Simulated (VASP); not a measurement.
# K5Au (P-6m2) in VASP: a series of runs

The runs below take K5Au through single point, relaxation of cell and atoms, with PBE.

Everything below comes from runs of VASP 6.6.1. Logs are shortened: lines on timing, memory, paths and dates and some standing lists are left out, and cuts for length are marked.

**1. The cell of the first run**

Symmetry: P-6m2, No. 187, hexagonal system. The conventional cell has a = 6.884 Å, b = 6.884 Å, c = 5.424 Å, α = 90.00°, β = 90.00°, γ = 120.00°. K (site symmetry -6m2) has 9 K at 3.63 to 3.97 Å and 3 Au at 3.97 Å within 4.8 Å. K (site symmetry -6m2) has 9 K at 3.13 to 3.97 Å and 3 Au at 3.97 Å within 4.1 Å. K (site symmetry mm2) has 6 K at 2.71 to 3.63 Å within 3.7 Å. Within 5.2 Å of Au (site symmetry -6m2) lie 18 K at 3.97 to 4.40 Å.

**2. Single point, PBE**

File INCAR:

```
SYSTEM = K5Au
PREC     = Accurate       ! precision mode
ENCUT    = 520            ! plane-wave cutoff, eV
EDIFF    = 1E-6           ! SCF threshold, eV
ISMEAR   = 0              ! smearing method
SIGMA    = 0.1            ! smearing width, eV
LREAL    = .False.        ! projectors in reciprocal space
LASPH    = .True.         ! aspherical terms in the spheres
NELM     = 60             ! most SCF steps
ALGO     = Normal         ! electronic algorithm
ISIF     = 2              ! what is computed and relaxed
LWAVE    = .False.        ! write WAVECAR
LCHARG   = .True.         ! write CHGCAR
GGA      = PE             ! functional
LELF     = .True.         ! ELF
LVHAR    = .True.       
NBANDS   = 37             ! bands
```

File KPOINTS:

```
Automatic mesh
0
Gamma
  3 3 4
  0 0 0
```

File POSCAR:

```
K5Au
1.0
    6.8840182300      0.0000000000      0.0000000000
   -3.4420091100      5.9617346700      0.0000000000
    0.0000000000      0.0000000000      5.4242331300
K Au
5 1
Direct
    0.3333333300      0.6666666700      0.0000000000
    0.6666666700      0.3333333300      0.0000000000
    0.5354683900      0.0709367800      0.5000000000
    0.5354683900      0.4645316100      0.5000000000
    0.9290632200      0.4645316100      0.5000000000
    0.0000000000      0.0000000000      0.0000000000
```

Potentials or basis: VASP PAW PBE potentials, release 64 (K_sv, Au).

Command:

```console
> cat potpaw_PBE.64/K_sv/POTCAR potpaw_PBE.64/Au/POTCAR > POTCAR
> mpirun -np 1 vasp_std > vasp.out
```

OUTCAR:

```text
SYSTEM = K5Au
   PREC = Accurate
   ENCUT = 520
   EDIFF = 1E-6
   ISMEAR = 0
   LREAL = .False.
   LASPH = .True.
   NELM = 60
   ISIF = 2
   GGA = PE

 ion  position               nearest neighbor table
   1  0.333  0.667  0.000-   3 3.63   3 3.63   5 3.63   5 3.63   4 3.63   4 3.63
   2  0.667  0.333  0.000-   3 3.13   3 3.13   5 3.13   5 3.13   4 3.13   4 3.13
   3  0.535  0.071  0.500-   4 2.71   5 2.71   2 3.13   2 3.13   1 3.63   1 3.63
   4  0.535  0.465  0.500-   3 2.71   5 2.71   2 3.13   2 3.13   1 3.63   1 3.63
   5  0.929  0.465  0.500-   4 2.71   3 2.71   2 3.13   2 3.13   1 3.63   1 3.63
   6  0.000  0.000  0.000-

  LATTYP: Found a hexagonal cell.
 ALAT       =     6.8840182300
 C/A-ratio  =     0.7879457824

  Lattice vectors:

 A1 = (   6.8840182300,   0.0000000000,   0.0000000000)
 A2 = (  -3.4420091100,   5.9617346700,   0.0000000000)
 A3 = (   0.0000000000,   0.0000000000,   5.4242331300)

Analysis of symmetry for initial positions (statically):
=====================================================================
 Subroutine PRICEL returns:
 Original cell was already a primitive cell.

 Routine SETGRP: Setting up the symmetry group for a
 hexagonal supercell.

 Subroutine GETGRP returns: Found 12 space group operations
 (whereof 12 operations were pure point group operations)
 out of a pool of 24 trial point group operations.

The static configuration has the point symmetry D_3h.

Analysis of symmetry for dynamics (positions and initial velocities):
=====================================================================
 Subroutine PRICEL returns:
 Original cell was already a primitive cell.

 Routine SETGRP: Setting up the symmetry group for a
 hexagonal supercell.

 Subroutine GETGRP returns: Found 12 space group operations
 (whereof 12 operations were pure point group operations)
 out of a pool of 24 trial point group operations.

The dynamic configuration has the point symmetry D_3h.

 Subroutine INISYM returns: Found 12 space group operations
 (whereof 12 operations are pure point group operations),
 and found     1 'primitive' translations

----------------------------------------------------------------------------------------

                                     Primitive cell

  volume of cell :     222.6143

  direct lattice vectors                    reciprocal lattice vectors
     6.884018230  0.000000000  0.000000000     0.145263996  0.083868207  0.000000000
    -3.442009110  5.961734670  0.000000000     0.000000000  0.167736415  0.000000000
     0.000000000  0.000000000  5.424233130     0.000000000  0.000000000  0.184357858

  length of vectors
     6.884018230  6.884018230  5.424233130     0.167736415  0.167736415  0.184357858

  position of ions in fractional coordinates (direct lattice)
     0.333333330  0.666666670  0.000000000
     0.666666670  0.333333330  0.000000000
     0.535468390  0.070936780  0.500000000
     0.535468390  0.464531610  0.500000000
     0.929063220  0.464531610  0.500000000
     0.000000000  0.000000000  0.000000000

  ion indices of the primitive-cell ions
   primitive index   ion index
                 1           1
                 2           2
                 3           3
                 4           4
                 5           5
                 6           6

----------------------------------------------------------------------------------------

 KPOINTS: Automatic mesh

Automatic generation of k-mesh.
 Grid dimensions read from file:
 generate k-points for:    3    3    4

 Generating k-lattice:

  Cartesian coordinates                     Fractional coordinates (reciprocal lattice)
     0.048421332  0.027956069  0.000000000     0.333333333  0.000000000  0.000000000
     0.000000000  0.055912138  0.000000000     0.000000000  0.333333333  0.000000000
     0.000000000  0.000000000  0.046089464     0.000000000  0.000000000  0.250000000

  Length of vectors
     0.055912138  0.055912138  0.046089464

  Shift w.r.t. Gamma in fractional coordinates (k-lattice)
     0.000000000  0.000000000  0.000000000

 Subroutine IBZKPT returns following result:
 ===========================================

 Found      9 irreducible k-points:

 Following reciprocal coordinates:
            Coordinates               Weight
  0.000000  0.000000  0.000000      1.000000
  0.333333  0.000000  0.000000      6.000000
  0.333333  0.333333  0.000000      2.000000
  0.000000  0.000000  0.250000      2.000000
  0.333333  0.000000  0.250000     12.000000
  0.333333  0.333333  0.250000      4.000000
  0.000000  0.000000  0.500000      1.000000
  0.333333  0.000000  0.500000      6.000000
  0.333333  0.333333  0.500000      2.000000
   k-points           NKPTS =      9   k-points in BZ     NKDIM =      9   number of bands    NBANDS=     37
   number of dos      NEDOS =    301   number of ions     NIONS =      6
   total plane-waves  NPLWV = 116640
   dimension x,y,z NGX =    54 NGY =   54 NGZ =   40
   dimension x,y,z NGXF=   108 NGYF=  108 NGZF=   80
   ions per type =               5   1
   NGX,Y,Z   is equivalent  to a cutoff of  13.04, 13.04, 12.26 a.u.
   NGXF,Y,Z  is equivalent  to a cutoff of  26.08, 26.08, 24.52 a.u.
 SYSTEM =  K5Au
   PREC   = accura    normal or accurate (medium, high low for compatibility)
   ISTART =      0    job   : 0-new  1-cont  2-samecut
   ICHARG =      2    charge: 1-file 2-atom 10-const
   ISPIN  =      1    spin polarized calculation?
   LNONCOLLINEAR =      F non collinear calculations
   LSORBIT =      F    spin-orbit coupling
   LASPH  =      T    aspherical Exc in radial PAW
   ENCUT  =  520.0 eV  38.22 Ry    6.18 a.u.  12.80 12.80 10.09*2*pi/ulx,y,z
   NELM   =     60;   NELMIN=  2; NELMDL= -5     # of ELM steps
   EDIFF  = 0.1E-05   stopping-criterion for ELM
   LREAL  =      F    real-space projection
[... 7 lines left out ...]
   TEBEG  =    0.0;   TEEND  =   0.0 temperature during run
   PSTRESS=    0.0 pullay stress
   NELECT =      56.0000    total number of electrons
   NUPDOWN=      -1.0000    fix difference up-down
   EMIN   =  10.00;   EMAX   =-10.00  energy-range for DOS
   EFERMI =   0.00;   METHOD = LEGACY
   ISMEAR =     0;   SIGMA  =   0.10  broadening in eV -4-tet -1-fermi 0-gaus
   EFERMI_NEDOS =   21; number of points for ismear=-14 and -15
   IALGO  =     38    algorithm
   IMIX   =      4    mixing-type and parameters
     AMIX     =   0.40;   BMIX     =  1.00
     AMIX_MAG =   1.60;   BMIX_MAG =  1.00
  volume/ion in A,a.u.               =      37.10       250.38
  Fermi-wavevector in a.u.,A,eV,Ry     =   1.033443  1.952924 14.531081  1.068004
  Thomas-Fermi vector in A             =   2.167690
   LORBIT       =      0    0 simple, 1 ext, 2 COOP (PROOUT), +10 PAW based schemes
   GGA     = PE    functional components
   LHFCALC =     F    Hartree Fock is set to
   AEXX    =    0.0000 exact exchange contribution
   IVDW    =     0    specifies the selected vdW correction
   LEPSILON=     F    determine dielectric tensor
   LRPA    =     F    only Hartree local field effects (RPA)
 non-spin polarized calculation
 Gauss-broadening in eV      SIGMA  =   0.10
  energy-cutoff  :      520.00
  volume of cell :      222.61
 maximum number of plane-waves:      6039
 NGX is ok and might be reduce to    54
   NGX = 25   NGY = 25   NGZ = 21

 number of electron      56.0000002 magnetization

 Free energy of the ion-electron system (eV)
  ---------------------------------------------------
  ext. energy  EPLUGINS =         0.00000000
  ---------------------------------------------------
  free energy    TOTEN  =        -2.76179076 eV

  energy without entropy =       -2.74412990  energy(sigma->0) =       -2.75296033

 E-fermi :   2.2329     XC(G=0):  -7.6637

 val. band max:        2.1534654642   @ k =   0.0000   0.0000   0.5000
 cond. band min:       2.2665221194   @ k =   0.3333   0.3333   0.5000
 fundamental gap:      0.1130566553
 Fermi energy:         2.2328958265

 k-point     1 :       0.0000    0.0000    0.0000
  band No.  band energies     occupation
      1     -31.6206      2.00000
      2     -31.1152      2.00000
      3     -31.1152      2.00000
      4     -30.8430      2.00000
      5     -29.7763      2.00000
      6     -16.1239      2.00000
[... 29 lines left out ...]
     36       4.1740      0.00000
     37       4.4061      0.00000

 k-point     2 :       0.3333    0.0000    0.0000
  band No.  band energies     occupation
      1     -31.6180      2.00000
      2     -31.1184      2.00000
      3     -31.1152      2.00000
      4     -30.8429      2.00000
      5     -29.7762      2.00000
      6     -16.0936      2.00000
[... 29 lines left out ...]
     36       4.4392      0.00000
     37       4.8730      0.00000

 k-point     3 :       0.3333    0.3333    0.0000
  band No.  band energies     occupation
      1     -31.6167      2.00000
      2     -31.1201      2.00000
      3     -31.1153      2.00000
      4     -30.8428      2.00000
      5     -29.7761      2.00000
      6     -16.0778      2.00000
[... 29 lines left out ...]
     36       4.3456      0.00000
     37       4.9765      0.00000

 k-point     4 :       0.0000    0.0000    0.2500
  band No.  band energies     occupation
      1     -31.6080      2.00000
      2     -31.1150      2.00000
      3     -31.1150      2.00000
      4     -30.8583      2.00000
      5     -29.7764      2.00000
      6     -16.2025      2.00000
[... 29 lines left out ...]
     36       4.1877      0.00000
     37       4.6672      0.00000

 k-point     5 :       0.3333    0.0000    0.2500
  band No.  band energies     occupation
      1     -31.6055      2.00000
      2     -31.1181      2.00000
      3     -31.1151      2.00000
      4     -30.8582      2.00000
      5     -29.7764      2.00000
      6     -16.1728      2.00000
[... 29 lines left out ...]
     36       4.5411      0.00000
     37       4.8156      0.00000

 k-point     6 :       0.3333    0.3333    0.2500
  band No.  band energies     occupation
      1     -31.6042      2.00000
      2     -31.1196      2.00000
      3     -31.1151      2.00000
      4     -30.8582      2.00000
      5     -29.7764      2.00000
      6     -16.1573      2.00000
[... 29 lines left out ...]
     36       4.2340      0.00000
     37       4.7370      0.00000

 k-point     7 :       0.0000    0.0000    0.5000
  band No.  band energies     occupation
      1     -31.5949      2.00000
      2     -31.1149      2.00000
      3     -31.1149      2.00000
      4     -30.8742      2.00000
      5     -29.7765      2.00000
      6     -16.2550      2.00000
[... 29 lines left out ...]
     36       4.5556      0.00000
     37       4.6301      0.00000

 k-point     8 :       0.3333    0.0000    0.5000
  band No.  band energies     occupation
      1     -31.5924      2.00000
      2     -31.1178      2.00000
      3     -31.1149      2.00000
      4     -30.8741      2.00000
      5     -29.7766      2.00000
      6     -16.2229      2.00000
[... 29 lines left out ...]
     36       4.5281      0.00000
     37       4.7396      0.00000

 k-point     9 :       0.3333    0.3333    0.5000
  band No.  band energies     occupation
      1     -31.5911      2.00000
      2     -31.1192      2.00000
      3     -31.1149      2.00000
      4     -30.8741      2.00000
      5     -29.7766      2.00000
      6     -16.2061      2.00000
[... 29 lines left out ...]
     36       4.2815      0.00000
     37       4.4677      0.00000

------------------------ aborting loop because EDIFF is reached ----------------------------------------

  FORCE on cell =-STRESS in cart. coord.  units (eV):
  Direction    XX          YY          ZZ          XY          YZ          ZX
  --------------------------------------------------------------------------------------
  -------------------------------------------------------------------------------------
  Total        6.0724214      6.0724214     13.4083608      0.0000000      0.0000000      0.0000000
  in kB       43.7038285     43.7038285     96.5013228      0.0000000      0.0000000      0.0000000
  external PRESSURE =      61.3029933 kB  Pullay stress =       0.0000000 kB

 VOLUME and BASIS-vectors are now :
 -----------------------------------------------------------------------------
  energy-cutoff  :      520.00
  volume of cell :      222.61
      direct lattice vectors                 reciprocal lattice vectors
     6.884018230  0.000000000  0.000000000     0.145263996  0.083868207  0.000000000
    -3.442009110  5.961734670  0.000000000     0.000000000  0.167736415  0.000000000
     0.000000000  0.000000000  5.424233130     0.000000000  0.000000000  0.184357858

 POSITION                                       TOTAL-FORCE (eV/Angst)
 -----------------------------------------------------------------------------------
     -0.00000      3.97449      0.00000         0.000000     -0.000000      0.000000
      3.44201      1.98724      0.00000         0.000000     -0.000000      0.000000
      3.44201      0.42291      2.71212        -0.000000     -2.970561      0.000000
      2.08725      2.76941      2.71212        -2.572581      1.485280     -0.000000
      4.79677      2.76941      2.71212         2.572581      1.485280     -0.000000
      0.00000      0.00000      0.00000         0.000000     -0.000000      0.000000
 -----------------------------------------------------------------------------------
    total drift:                               -0.000003      0.000002      0.000000

  FREE ENERGIE OF THE ION-ELECTRON SYSTEM (eV)
  ---------------------------------------------------
  free  energy   TOTEN  =        -2.7617907583 eV

  energy  without entropy=       -2.7441298958  energy(sigma->0) =       -2.75296033
```

Wall time 1.9 min (1 thread of Oxide Virtual Turin-like, shared host); peak memory 0.31 GiB.

Results:

```yaml
Free_energy: -2.7618 eV
Pressure: 6.1 GPa
Largest_force: 2.971 eV/Å
Band_gap_on_the_k_mesh: zero (bands 28 and 29 overlap by 0.77 eV)
```

Forces in eV/Å, atoms in the order of the input:
```
K    0.000  0.000  0.000
K    0.000  0.000  0.000
K    0.000 -2.971  0.000
K   -2.573  1.485  0.000
K    2.573  1.485  0.000
Au   0.000  0.000  0.000
```

Caveat: the stress differs along the axes, from 4 to 10 GPa; spin-orbit coupling is left out, which moves the levels of the heavy elements; forces of over 1 eV/Å act on the atoms, so gaps and moduli don't describe the material at rest.

(Part 1 of 2 ends here.)

The gap in the log of VASP goes by the Fermi energy; the results here count the filled bands.